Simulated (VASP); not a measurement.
# BaIr2 (P6/mmm) in VASP: notebook, part 2 of 2

VASP 6.6.1.

## (5) Relaxation of cell and atoms, PBE

File INCAR:

```
SYSTEM = BaIr2
PREC = Accurate ; ENCUT = 600
EDIFF = 1E-7 ; ISMEAR = 0
SIGMA = 0.1 ; LREAL = .FALSE.
LASPH = .TRUE. ; NELM = 100
ALGO = Fast ; ISIF = 3
LWAVE = .FALSE. ; LCHARG = .FALSE.
GGA = PE ; IBRION = 2
NSW = 100 ; EDIFFG = -0.01
```

File KPOINTS:

```
regular mesh
0
G
  12 12 10
  0 0 0
```

File POSCAR:

```
BaIr2
1.0
    4.2638715000      0.0000000000      0.0000000000
   -2.1319357000      3.6926210000      0.0000000000
    0.0000000000      0.0000000000      4.9916506000
Ba Ir
1 2
Direct
    0.0000000000      0.0000000000      0.0000000000
    0.6666667000      0.3333333000      0.5000000000
    0.3333333000      0.6666667000      0.5000000000
```

Potentials or basis: VASP PAW PBE potentials, release 64 (Ba_sv, Ir).

Command:

```bash
> cat potpaw_PBE.64/Ba_sv/POTCAR potpaw_PBE.64/Ir/POTCAR > POTCAR
> mpirun -np 1 vasp_std > vasp.out
```

OUTCAR:

```text
SYSTEM = BaIr2
   PREC = Accurate
   ENCUT = 600
   EDIFF = 1E-7
   ISMEAR = 0
   LREAL = .FALSE.
   LASPH = .TRUE.
   NELM = 100
   ISIF = 3
   GGA = PE
   IBRION = 2
   NSW = 100
   EDIFFG = -0.01

 ion  position               nearest neighbor table
   1  0.000  0.000  0.000-   2 3.51   3 3.51   2 3.51   3 3.51   3 3.51   3 3.51   2 3.51   2 3.51
                             2 3.51   2 3.51   3 3.51   3 3.51
   2  0.667  0.333  0.500-   3 2.46   3 2.46   3 2.46   1 3.51   1 3.51   1 3.51   1 3.51   1 3.51
                             1 3.51
   3  0.333  0.667  0.500-   2 2.46   2 2.46   2 2.46   1 3.51   1 3.51   1 3.51   1 3.51   1 3.51
                             1 3.51

  LATTYP: Found a hexagonal cell.
 ALAT       =     4.2638715000
 C/A-ratio  =     1.1706850453

  Lattice vectors:

 A1 = (   4.2638715000,   0.0000000000,   0.0000000000)
 A2 = (  -2.1319357000,   3.6926210000,   0.0000000000)
 A3 = (   0.0000000000,   0.0000000000,   4.9916506000)

Analysis of symmetry for initial positions (statically):
=====================================================================
 Subroutine PRICEL returns:
 Original cell was already a primitive cell.

 Routine SETGRP: Setting up the symmetry group for a
 hexagonal supercell.

 Subroutine GETGRP returns: Found 24 space group operations
 (whereof 24 operations were pure point group operations)
 out of a pool of 24 trial point group operations.

The static configuration has the point symmetry D_6h.

Analysis of symmetry for dynamics (positions and initial velocities):
=====================================================================
 Subroutine PRICEL returns:
 Original cell was already a primitive cell.

 Routine SETGRP: Setting up the symmetry group for a
 hexagonal supercell.

 Subroutine GETGRP returns: Found 24 space group operations
 (whereof 24 operations were pure point group operations)
 out of a pool of 24 trial point group operations.

The dynamic configuration has the point symmetry D_6h.

 Subroutine INISYM returns: Found 24 space group operations
 (whereof 24 operations are pure point group operations),
 and found     1 'primitive' translations

----------------------------------------------------------------------------------------

                                     Primitive cell

  volume of cell :      78.5928

  direct lattice vectors                    reciprocal lattice vectors
     4.263871500  0.000000000  0.000000000     0.234528644  0.135405174  0.000000000
    -2.131935700  3.692621000  0.000000000     0.000000000  0.270810354  0.000000000
     0.000000000  0.000000000  4.991650600     0.000000000  0.000000000  0.200334535

  length of vectors
     4.263871500  4.263871443  4.991650600     0.270810350  0.270810354  0.200334535

  position of ions in fractional coordinates (direct lattice)
     0.000000000  0.000000000  0.000000000
     0.666666700  0.333333300  0.500000000
     0.333333300  0.666666700  0.500000000

  ion indices of the primitive-cell ions
   primitive index   ion index
                 1           1
                 2           2
                 3           3

[... 52 lines left out ...]
 [... further k-points ...]
   k-points           NKPTS =    114   k-points in BZ     NKDIM =    114   number of bands    NBANDS=     18
   number of dos      NEDOS =    301   number of ions     NIONS =      3
   total plane-waves  NPLWV =  51840
   dimension x,y,z NGX =    36 NGY =   36 NGZ =   40
   dimension x,y,z NGXF=    72 NGYF=   72 NGZF=   80
   ions per type =               1   2
   NGX,Y,Z   is equivalent  to a cutoff of  14.04, 14.04, 13.32 a.u.
   NGXF,Y,Z  is equivalent  to a cutoff of  28.07, 28.07, 26.64 a.u.
 SYSTEM =  BaIr2
   PREC   = accura    normal or accurate (medium, high low for compatibility)
   ISTART =      0    job   : 0-new  1-cont  2-samecut
   ICHARG =      2    charge: 1-file 2-atom 10-const
   ISPIN  =      1    spin polarized calculation?
   LNONCOLLINEAR =      F non collinear calculations
   LSORBIT =      F    spin-orbit coupling
   LASPH  =      T    aspherical Exc in radial PAW
   ENCUT  =  600.0 eV  44.10 Ry    6.64 a.u.   8.52  8.52  9.97*2*pi/ulx,y,z
   NELM   =    100;   NELMIN=  2; NELMDL= -5     # of ELM steps
   EDIFF  = 0.1E-06   stopping-criterion for ELM
   LREAL  =      F    real-space projection
   EDIFFG = -.1E-01   stopping-criterion for IOM
   NSW    =    100    number of steps for IOM
   IBRION =      2    ionic relax: 0-MD 1-quasi-New 2-CG
   NFREE  =      1    steps in history (QN), initial steepest desc. (CG)
   ISIF   =      3    stress and relaxation
   ISYM   =      2    0-nonsym 1-usesym 2-fastsym
   POTIM  = 0.5000    time-step for ionic-motion
   TEBEG  =    0.0;   TEEND  =   0.0 temperature during run
   PSTRESS=    0.0 pullay stress
   NELECT =      28.0000    total number of electrons
   NUPDOWN=      -1.0000    fix difference up-down
   EMIN   =  10.00;   EMAX   =-10.00  energy-range for DOS
   EFERMI =   0.00;   METHOD = LEGACY
   ISMEAR =     0;   SIGMA  =   0.10  broadening in eV -4-tet -1-fermi 0-gaus
   EFERMI_NEDOS =   21; number of points for ismear=-14 and -15
   IALGO  =     68    algorithm
   IMIX   =      4    mixing-type and parameters
     AMIX     =   0.40;   BMIX     =  1.00
     AMIX_MAG =   1.60;   BMIX_MAG =  1.00
  volume/ion in A,a.u.               =      26.20       176.79
  Fermi-wavevector in a.u.,A,eV,Ry     =   1.160557  2.193135 18.325588  1.346893
  Thomas-Fermi vector in A             =   2.297138
   LORBIT       =      0    0 simple, 1 ext, 2 COOP (PROOUT), +10 PAW based schemes
   GGA     = PE    functional components
   LHFCALC =     F    Hartree Fock is set to
   AEXX    =    0.0000 exact exchange contribution
   IVDW    =     0    specifies the selected vdW correction
   LEPSILON=     F    determine dielectric tensor
   LRPA    =     F    only Hartree local field effects (RPA)
 conjugate gradient relaxation of ions
 non-spin polarized calculation
 RMM-DIIS sequential band-by-band and
 Gauss-broadening in eV      SIGMA  =   0.10
  energy-cutoff  :      600.00
  volume of cell :       78.59
 maximum number of plane-waves:      2660
 NGX is ok and might be reduce to    36
   NGX = 17   NGY = 17   NGZ = 19

--------------------------------------- Ionic step        1  -------------------------------------------

 number of electron      28.0000001 magnetization

 Free energy of the ion-electron system (eV)
  ---------------------------------------------------
  ext. energy  EPLUGINS =         0.00000000
  ---------------------------------------------------
  free energy    TOTEN  =       -19.81724478 eV

  energy without entropy =      -19.79794897  energy(sigma->0) =      -19.80759687

------------------------ aborting loop because EDIFF is reached ----------------------------------------

  FORCE on cell =-STRESS in cart. coord.  units (eV):
  Direction    XX          YY          ZZ          XY          YZ          ZX
  --------------------------------------------------------------------------------------
  -------------------------------------------------------------------------------------
  Total        0.2054845      0.2054845      0.3308873      0.0000000      0.0000000      0.0000000
  in kB        4.1889650      4.1889649      6.7453990      0.0000001      0.0000000      0.0000000
  external PRESSURE =       5.0411097 kB  Pullay stress =       0.0000000 kB
[... 98 lines left out ...]
--------------------------------------- Ionic step        4  -------------------------------------------

 number of electron      28.0000002 magnetization

 Free energy of the ion-electron system (eV)
  ---------------------------------------------------
  ext. energy  EPLUGINS =         0.00000000
  ---------------------------------------------------
  free energy    TOTEN  =       -19.81828458 eV

  energy without entropy =      -19.79866199  energy(sigma->0) =      -19.80847328

 E-fermi :   4.2277     XC(G=0): -10.3439

 val. band max:        4.2253106015   @ k =   0.1667   0.1667   0.5000
 cond. band min:       4.2313300422   @ k =   0.2500   0.0833   0.5000
 fundamental gap:      0.0060194407
 Fermi energy:         4.2277013330

 k-point     1 :       0.0000    0.0000    0.0000
  band No.  band energies     occupation
      1     -23.0704      2.00000
      2      -8.2512      2.00000
      3      -8.1323      2.00000
      4      -8.1323      2.00000
      5      -2.4376      2.00000
      6       0.5820      2.00000
[... 481 lines left out ...]
      5      -0.9730      2.00000
      6      -0.2692      2.00000
[... 10 lines left out ...]
     17       6.8687      0.00000
     18       7.7175      0.00000

 [... further k-points ...]

------------------------ aborting loop because EDIFF is reached ----------------------------------------

  FORCE on cell =-STRESS in cart. coord.  units (eV):
  Direction    XX          YY          ZZ          XY          YZ          ZX
  --------------------------------------------------------------------------------------
  -------------------------------------------------------------------------------------
  Total       -0.0058786     -0.0058786      0.0137852     -0.0000000      0.0000000     -0.0000000
  in kB       -0.1190481     -0.1190481      0.2791648     -0.0000000      0.0000000     -0.0000000
  external PRESSURE =       0.0136895 kB  Pullay stress =       0.0000000 kB
[... 18 lines left out ...]
  FREE ENERGIE OF THE ION-ELECTRON SYSTEM (eV)
  ---------------------------------------------------
  free  energy   TOTEN  =       -19.8182845794 eV

  energy  without entropy=      -19.7986619875  energy(sigma->0) =      -19.80847328

 reached required accuracy - stopping structural energy minimisation
```

OSZICAR:

```text
N       E                     dE             d eps       ncg     rms          rms(c)
DAV:   1     0.266281693694E+03    0.26628E+03   -0.13437E+04  4104   0.161E+03
DAV:   2     0.170288331400E+01   -0.26458E+03   -0.25582E+03  4842   0.393E+02
DAV:   3    -0.203037096292E+02   -0.22007E+02   -0.21035E+02  5790   0.106E+02
[... 50 lines left out ...]
RMM:   5    -0.198182829255E+02   -0.77267E-06   -0.55097E-05  4616   0.677E-02    0.901E-03
RMM:   6    -0.198182842994E+02   -0.13739E-05   -0.25193E-05  5121   0.316E-02    0.406E-03
RMM:   7    -0.198182843334E+02   -0.34005E-07   -0.58033E-06  4885   0.155E-02    0.182E-03
RMM:   8    -0.198182845093E+02   -0.17592E-06   -0.23261E-06  4678   0.677E-03    0.621E-04
RMM:   9    -0.198182845794E+02   -0.70057E-07   -0.66438E-07  3234   0.352E-03
   4 F= -.19818285E+02 E0= -.19808473E+02  d E =-.309922E-03
```

Run time: 18 min. Hardware: 1 thread of Intel Xeon 8259CL, shared host; peak memory 0.39 GiB.

Results:

| Quantity | Value |
| --- | --- |
| Free energy | -19.8183 eV |
| Relaxed volume | 26.37 Å³/atom |
| Relaxed cell | a = 4.267 Å, b = 4.267 Å, c = 5.018 Å, α = 90.00°, β = 90.00°, γ = 120.00° |
| Space group after relaxing (to 0.1 Å) | P6/mmm (No. 191) |
| Energy gained by relaxing | 0.3 meV/atom |
| Ionic steps | 4 |
| Pressure after relaxing | 0.0 GPa |
| Band gap on the k mesh | zero (bands 14 and 15 overlap by 1.10 eV) |

Step by step:
```tsv
step	energy change (eV)	largest force (eV/Å)	pressure (GPa)	volume (Å³)
1	0.0000	0.0000	0.50	78.59
2	0.0002	0.0000	-0.65	79.53
3	-0.0007	0.0000	-0.05	79.04
4	-0.0010	0.0000	0.00	79.12
```

Final structure:
```
CELL_PARAMETERS angstrom
4.26664 0.00000 0.00000
-2.13332 3.69502 0.00000
0.00000 0.00000 5.01834
ATOMIC_POSITIONS crystal
Ba 0.00000 0.00000 0.00000
Ir 0.66667 0.33333 0.50000
Ir 0.33333 0.66667 0.50000
```

Caveat: spin-orbit coupling is left out, which moves the levels of the heavy elements.

## (6) The runs side by side

| task | spin | cell | k mesh | cutoff (eV) | gap on the mesh (eV) | pressure (GPa) |
| --- | --- | --- | --- | --- | --- | --- |
| single point | off | a = 4.264, b = 4.264, c = 4.992 Å, angles 90.0, 90.0, 120.0°, 3 atoms | 6 × 6 × 4 | 520 | none | 0.6 |
| single point | off | a = 4.264, b = 4.264, c = 4.992 Å, angles 90.0, 90.0, 120.0°, 3 atoms | 12 × 12 × 10 | 520 | none | 0.5 |
| single point | collinear | a = 4.264, b = 4.264, c = 4.992 Å, angles 90.0, 90.0, 120.0°, 3 atoms | 6 × 6 × 4 | 520 | none | 0.6 |
| relaxation of cell and atoms | off | relaxed from a = 4.264, b = 4.264, c = 4.992 Å, angles 90.0, 90.0, 120.0°, 3 atoms | 12 × 12 × 10 | 600 | none | 0.0 |

Alike in all rows: level PBE; potentials or basis VASP PAW PBE potentials, release 64 (Ba_sv, Ir); smearing gaussian 0.1 eV.

Caveats: spin-orbit coupling is left out, which moves the levels of the heavy elements; a moment this small can come from the mesh or the smearing (at least some runs).

Absolute energies hang on the potentials; compare differences alone.

The gap in the log of VASP goes by the Fermi energy; the results here count the filled bands.